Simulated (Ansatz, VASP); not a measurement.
Sc2Al: VASP beside Ansatz

Contents of INCAR:

```
SYSTEM = Sc2Al
PREC = Accurate ; ENCUT = 520
EDIFF = 1E-6 ; ISMEAR = 0
SIGMA = 0.15 ; LREAL = .False.
LASPH = .True. ; NELM = 80
ALGO = Fast ; ISIF = 2
LWAVE = .False. ; LCHARG = .False.
GGA = PS ; NBANDS = 34
```

Contents of KPOINTS:

```
Automatic mesh
0
Gamma
  12 12 8
  0 0 0
```

POSCAR

```
Sc2Al
1.0
    4.7296264979      0.0000000000      0.0000000000
   -2.3648132490      4.0959766976      0.0000000000
    0.0000000000      0.0000000000      5.9333150372
Sc Al
4 2
Direct
    0.0000000000      0.0000000000      0.0000000000
    0.0000000000      0.0000000000      0.5000000000
    0.3333333333      0.6666666667      0.7500000000
    0.6666666667      0.3333333333      0.2500000000
    0.3333333333      0.6666666667      0.2500000000
    0.6666666667      0.3333333333      0.7500000000
```

Input for Ansatz:

```yaml
crystal:
  lattice:
    - [4.7296264979, 0.0, 0.0]
    - [-2.364813249, 4.0959766976, 0.0]
    - [0.0, 0.0, 5.9333150372]
  atoms:
    - { symbol: Sc, position: [0.0, 0.0, 0.0] }
    - { symbol: Sc, position: [0.0, 0.0, 0.5] }
    - { symbol: Sc, position: [0.3333333333, 0.6666666667, 0.75] }
    - { symbol: Sc, position: [0.6666666667, 0.3333333333, 0.25] }
    - { symbol: Al, position: [0.3333333333, 0.6666666667, 0.25] }
    - { symbol: Al, position: [0.6666666667, 0.3333333333, 0.75] }
basis:
  ecutwfc: 420
kpoints:
  mp_grid: { grid: [12, 12, 8] }
hamiltonian:
  xc: pbesol
scf:
  occupations: { method: gaussian, width: 0.15 }
output:
  forces: true
  stress: true
  eigenvalues: true
```

Change from the starting cell: strain -0.025 along x and y, -0.025 along z, atoms carried along.

Alike in both runs: task single point; functional PBEsol; k mesh 12 × 12 × 8; occupations gaussian, width 0.15 eV; no spin polarisation.

|  | VASP | Ansatz |
| --- | --- | --- |
| version | VASP 6.6.1 | Ansatz 0.2.0 |
| potentials or method | VASP PAW PBE potentials, release 64 (Sc_sv, Al), cutoff 520 eV | scalar-relativistic, plane waves, PAW |
| valence electrons in the cell | 50 | 50 |

VASP gave:

```
gap on the k mesh at the Fermi level (eV)                     : none
pressure (GPa)                                                : 6.6
traceless stress, the component that is largest in VASP (GPa) : -0.55
```

Which values does Ansatz return?

gap on the k mesh at the Fermi level (eV): none; pressure (GPa): 6.5; traceless stress, the component that is largest in VASP (GPa): -0.52.

VASP's potentials were made for PBE, not for PBEsol. A gap of «none» marks a metal or a gap that the smearing closes. With one functional, cell and mesh, what is left measures potentials, basis and numerics.
